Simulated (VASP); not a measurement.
# SiC (P6_3mc) in VASP: further runs, part 2 of 2

VASP 6.6.1. The steps go on from the part before.

## 3. Vibrations by perturbation theory, PBEsol

This run uses another cell than the first one, of 9.13 Å³/atom, 0.910 times its volume.

Input file INCAR:

```
SYSTEM = SiC
PREC     = Accurate       ! precision mode
ENCUT    = 520            ! plane-wave cutoff, eV
EDIFF    = 1E-8           ! SCF threshold, eV
ISMEAR   = 0              ! smearing method
SIGMA    = 0.01           ! smearing width, eV
LREAL    = .FALSE.        ! projectors in reciprocal space
LASPH    = .TRUE.         ! aspherical terms in the spheres
NELM     = 60             ! most SCF steps
ALGO     = Normal         ! electronic algorithm
ISIF     = 2              ! what is computed and relaxed
LWAVE    = .FALSE.        ! write WAVECAR
LCHARG   = .TRUE.         ! write CHGCAR
GGA      = PS             ! functional
NBANDS   = 16             ! bands
IBRION   = 8              ! ionic algorithm
NSW      = 1              ! ionic steps
LEPSILON = .TRUE.         ! dielectric tensor by DFPT
```

Input file KPOINTS:

```
Automatic mesh
0
G
  12 12 6
  0 0 0
```

Input file POSCAR:

```
SiC
1.0
    2.9525984955      0.0000000000      0.0000000000
   -1.4762992477      2.5570253042      0.0000000000
    0.0000000000      0.0000000000      4.8394101435
Si C
2 2
Direct
    0.3333333333      0.6666666667      0.0045879413
    0.6666666667      0.3333333333      0.5045879413
    0.3333333333      0.6666666667      0.3804120587
    0.6666666667      0.3333333333      0.8804120587
```

Potentials or basis: VASP PAW PBE potentials, release 64 (Si, C).

On the command line:

```console
cat potpaw_PBE.64/Si/POTCAR potpaw_PBE.64/C/POTCAR > POTCAR
mpirun -np 1 vasp_std > vasp.out
```

OUTCAR:

```text
SYSTEM = SiC
   PREC = Accurate
   ENCUT = 520
   EDIFF = 1E-8
   ISMEAR = 0
   LREAL = .FALSE.
   LASPH = .TRUE.
   NELM = 60
   ISIF = 2
   GGA = PS
   IBRION = 8
   NSW = 1
   LEPSILON = .TRUE.

 ion  position               nearest neighbor table
   1  0.333  0.667  0.005-   4 1.81   4 1.81   4 1.81   3 1.82   2 2.96   2 2.96   2 2.96   2 2.96
                             2 2.96   2 2.96
   2  0.667  0.333  0.505-   3 1.81   3 1.81   3 1.81   4 1.82   1 2.96   1 2.96   1 2.96   1 2.96
                             1 2.96   1 2.96
   3  0.333  0.667  0.380-   2 1.81   2 1.81   2 1.81   1 1.82
   4  0.667  0.333  0.880-   1 1.81   1 1.81   1 1.81   2 1.82

  LATTYP: Found a hexagonal cell.
 ALAT       =     2.9525984955
 C/A-ratio  =     1.6390342781

  Lattice vectors:
[... 797 lines left out ...]
  4X    23.921995    0.000000    0.000000    1.712900    0.000000    0.000000    0.236177    0.000000   -0.000000  -25.871072   -0.000000    0.000000
  4Y     0.000000   23.921995    0.000000    0.000000    1.712900    0.000000    0.000000    0.236177    0.000000   -0.000000  -25.871072   -0.000000
  4Z     0.000000   -0.000000    9.616453    0.000000    0.000000   14.155236   -0.000000    0.000000    8.125653    0.000000   -0.000000  -31.897342

 Eigenvectors and eigenvalues of the dynamical matrix
 ----------------------------------------------------

   1 f  =   28.688953 THz   180.258008 2PiTHz  956.960464 cm-1   118.647923 meV
             X         Y         Z           dx          dy          dz
     -0.000000  1.704684  0.022203     0.000000   -0.000000    0.099264
      1.476299  0.852342  2.441908     0.000000   -0.000000   -0.099264
     -0.000000  1.704684  1.840970    -0.000000    0.000000   -0.700105
      1.476299  0.852342  4.260675    -0.000000    0.000000    0.700105
[... 71 lines left out ...]
  12 f/i=    0.001196 THz     0.007513 2PiTHz    0.039886 cm-1     0.004945 meV
             X         Y         Z           dx          dy          dz
     -0.000000  1.704684  0.022203    -0.000000   -0.000000   -0.591778
      1.476299  0.852342  2.441908    -0.000000   -0.000000   -0.591778
     -0.000000  1.704684  1.840970    -0.000000   -0.000000   -0.387039
      1.476299  0.852342  4.260675    -0.000000   -0.000000   -0.387039

--------------------------------------------------------------------------------------------------------

 MACROSCOPIC STATIC DIELECTRIC TENSOR IONIC CONTRIBUTION
 ------------------------------------------------------
           2.924750     0.000000    -0.000000
           0.000000     2.924750    -0.000000
          -0.000000    -0.000000     3.684215
 ------------------------------------------------------

 ELASTIC MODULI CONTR FROM IONIC RELAXATION (kBar)
 Direction    XX          YY          ZZ          XY          YZ          ZX
 --------------------------------------------------------------------------------
 XX       -1263.7555    570.7162    684.0569     -0.0000      0.0000      0.0000
 YY         570.7162  -1263.7555    684.0569     -0.0000     -0.0000      0.0000
 ZZ         684.0569    684.0569  -1350.3819      0.0000     -0.0000     -0.0000
 XY          -0.0000     -0.0000      0.0000   -917.2358      0.0000     -0.0000
 YZ           0.0000      0.0000     -0.0000      0.0000   -340.0033     -0.0000
 ZX           0.0000      0.0000     -0.0000     -0.0000     -0.0000   -354.8031
 --------------------------------------------------------------------------------

 PIEZOELECTRIC TENSOR IONIC CONTR  for field in x, y, z        (C/m^2)
          XX          YY          ZZ          XY          YZ          ZX
  --------------------------------------------------------------------------------
  x     0.00000     0.00000    -0.00000    -0.00000    -0.00000    -0.95854
  y     0.00000    -0.00000    -0.00000     0.00000    -0.93834    -0.00000
  z    -1.06318    -1.06318     2.09881    -0.00000     0.00000     0.00000
```

OSZICAR:

```text
N       E                     dE             d eps       ncg     rms          rms(c)
DAV:   1     0.236684739320E+02    0.23668E+02   -0.73354E+03  2432   0.911E+02
DAV:   2    -0.333728304759E+02   -0.57041E+02   -0.52126E+02  3472   0.162E+02
DAV:   3    -0.356984821752E+02   -0.23257E+01   -0.23189E+01  3224   0.299E+01
[... 183 lines left out ...]
RMM:   8    -0.140912367065E+00   -0.24696E-05   -0.52602E-07  5834   0.577E-04    0.218E-04
RMM:   9    -0.140912185183E+00    0.18188E-06   -0.12714E-08  5868   0.172E-04    0.246E-05
RMM:  10    -0.140912203017E+00   -0.17834E-07   -0.32075E-08  5945   0.372E-05    0.103E-05
RMM:  11    -0.140912215804E+00   -0.12787E-07   -0.89067E-09  5927   0.183E-05    0.159E-06
RMM:  12    -0.140912212135E+00    0.36692E-08    0.46965E-09  5466   0.108E-05    0.557E-07
 Linear response finished
```

Run time: 6.7 min. Hardware: 1 thread of Intel Xeon 6975P-C (Granite Rapids), shared host; peak memory 0.6 GiB.

Results:

* Electronic dielectric tensor (diagonal): 6.76, 6.76, 7.15
* Born charges (mean of the diagonal): Si +2.83; C -2.83 e
* Highest phonon frequency at Γ, LO-TO splitting left out: 957 cm⁻¹

Phonon frequencies in cm⁻¹ (negative: imaginary):
```tsv
q point	frequencies
(0.000, 0.000, 0.000)	0 0 0 244 244 653 877 891 891 910 910 957
```

Electronic dielectric tensor:
```
6.76 0.00 0.00
0.00 6.76 0.00
0.00 0.00 7.15
```

Born effective charge tensors (e):
atom 1, Si
```
2.75 0.00 0.00
0.00 2.75 0.00
0.00 0.00 2.97
```
atom 2, Si
```
2.75 0.00 0.00
0.00 2.75 0.00
0.00 0.00 2.97
```
atom 3, C
```
-2.75  0.00  0.00
 0.00 -2.75  0.00
 0.00  0.00 -2.97
```
atom 4, C
```
-2.75  0.00  0.00
 0.00 -2.75  0.00
 0.00  0.00 -2.97
```

Caveat: the cell wasn't relaxed at this level first, which shifts response properties; the PAW data sets were made with another functional, which shifts forces and pressure a little.

## 4. Vibrations by perturbation theory, PBEsol

This run uses another cell than the first one, of 9.64 Å³/atom, 0.960 times its volume.

Input file INCAR:

```
SYSTEM = SiC
PREC = Accurate
ENCUT = 520
EDIFF = 1E-8
ISMEAR = 0
SIGMA = 0.01
LREAL = .False.
LASPH = .True.
NELM = 60
ALGO = Normal
ISIF = 2
LWAVE = .False.
LCHARG = .False.
GGA = PS
NBANDS = 16
IBRION = 8
NSW = 1
LEPSILON = .True.
```

Input file KPOINTS:

```
regular mesh
0
Gamma
  12 12 6
  0 0 0
```

Input file POSCAR:

```
SiC
1.0
    3.0050309540      0.0000000000      0.0000000000
   -1.5025154770      2.6024331453      0.0000000000
    0.0000000000      0.0000000000      4.9282689025
Si C
2 2
Direct
    0.3333333333      0.6666666667      0.0046065008
    0.6666666667      0.3333333333      0.5046065008
    0.3333333333      0.6666666667      0.3803934992
    0.6666666667      0.3333333333      0.8803934992
```

Potentials or basis: VASP PAW PBE potentials, release 64 (Si, C).

On the command line:

```console
cat potpaw_PBE.64/Si/POTCAR potpaw_PBE.64/C/POTCAR > POTCAR
mpirun -np 1 vasp_std > vasp.out
```

OUTCAR:

```text
SYSTEM = SiC
   PREC = Accurate
   ENCUT = 520
   EDIFF = 1E-8
   ISMEAR = 0
   LREAL = .False.
   LASPH = .True.
   NELM = 60
   ISIF = 2
   GGA = PS
   IBRION = 8
   NSW = 1
   LEPSILON = .True.

 ion  position               nearest neighbor table
   1  0.333  0.667  0.005-   4 1.84   4 1.84   4 1.84   3 1.85   2 3.01   2 3.01   2 3.01   2 3.01
                             2 3.01   2 3.01
   2  0.667  0.333  0.505-   3 1.84   3 1.84   3 1.84   4 1.85   1 3.01   1 3.01   1 3.01   1 3.01
                             1 3.01   1 3.01
[... 891 lines left out ...]
     -0.000000  1.734955  0.022702     0.000000   -0.000000    0.591758
      1.502515  0.867478  2.486837     0.000000   -0.000000    0.591758
     -0.000000  1.734955  1.874681     0.000000   -0.000000    0.387070
      1.502515  0.867478  4.338816     0.000000   -0.000000    0.387070

--------------------------------------------------------------------------------------------------------

 MACROSCOPIC STATIC DIELECTRIC TENSOR IONIC CONTRIBUTION
 ------------------------------------------------------
           3.045099    -0.000000     0.000000
          -0.000000     3.045099    -0.000000
           0.000000    -0.000000     3.818278
 ------------------------------------------------------

 ELASTIC MODULI CONTR FROM IONIC RELAXATION (kBar)
 Direction    XX          YY          ZZ          XY          YZ          ZX
 --------------------------------------------------------------------------------
 XX        -879.5105    417.9001    449.8277      0.0000     -0.0000      0.0000
 YY         417.9001   -879.5105    449.8277     -0.0000      0.0000     -0.0000
 ZZ         449.8277    449.8277   -876.6916     -0.0000     -0.0000      0.0000
 XY           0.0000     -0.0000     -0.0000   -648.7053      0.0000      0.0000
 YZ           0.0000     -0.0000     -0.0000      0.0000   -235.1037      0.0000
 ZX           0.0000     -0.0000      0.0000      0.0000      0.0000   -247.1222
 --------------------------------------------------------------------------------

 PIEZOELECTRIC TENSOR IONIC CONTR  for field in x, y, z        (C/m^2)
          XX          YY          ZZ          XY          YZ          ZX
  --------------------------------------------------------------------------------
  x     0.00000    -0.00000     0.00000     0.00000     0.00000    -0.81626
  y     0.00000    -0.00000    -0.00000     0.00000    -0.79616     0.00000
  z    -0.88334    -0.88334     1.72159     0.00000     0.00000    -0.00000
```

stdout:

```text
POSCAR found type information on POSCAR SiC
 POSCAR found :  2 types and       4 ions
 scaLAPACK will be used
 -----------------------------------------------------------------------------
|                                                                             |
|                                                                             |
[... 47 lines left out ...]
 first order change of Fermi-energy   0.17112E-02
 force on displaced ion       3 direction 1 : -22.859  -0.000  -0.000
 Born effective charge ion    3 direction 1 :  -2.715  -0.000  -0.000
 Linear response progress:
 first order change of Fermi-energy  -0.10506E+01
 force on displaced ion       3 direction 3 :   0.000  -0.000 -28.313
 Born effective charge ion    3 direction 3 :   0.000   0.000  -2.927
 Born effective charges drift removed
 Linear response finished
```

It took 6.9 min on 1 thread of Intel Xeon 6975P-C (Granite Rapids), shared host; peak memory 0.63 GiB.

Results:

| Quantity | Value |
| --- | --- |
| Electronic dielectric tensor (diagonal) | 6.86, 6.86, 7.24 |
| Born charges (mean of the diagonal) | Si +2.79; C -2.79 e |
| Highest phonon frequency at Γ, LO-TO splitting left out | 899 cm⁻¹ |

Phonon frequencies in cm⁻¹ (negative: imaginary):
| q point | frequencies |
| --- | --- |
| (0.000, 0.000, 0.000) | 0 0 0 249 249 627 826 832 832 857 857 899 |

Electronic dielectric tensor:
```
6.86 0.00 0.00
0.00 6.86 0.00
0.00 0.00 7.24
```

Born effective charge tensors (e):
atom 1, Si
```
2.71 0.00 0.00
0.00 2.71 0.00
0.00 0.00 2.93
```
atom 2, Si
```
2.71 0.00 0.00
0.00 2.71 0.00
0.00 0.00 2.93
```
atom 3, C
```
-2.71  0.00  0.00
 0.00 -2.71  0.00
 0.00  0.00 -2.93
```
atom 4, C
```
-2.71  0.00  0.00
 0.00 -2.71  0.00
 0.00  0.00 -2.93
```

Caveat: the cell wasn't relaxed at this level first, which shifts response properties; the PAW data sets were made with another functional, which shifts forces and pressure a little.
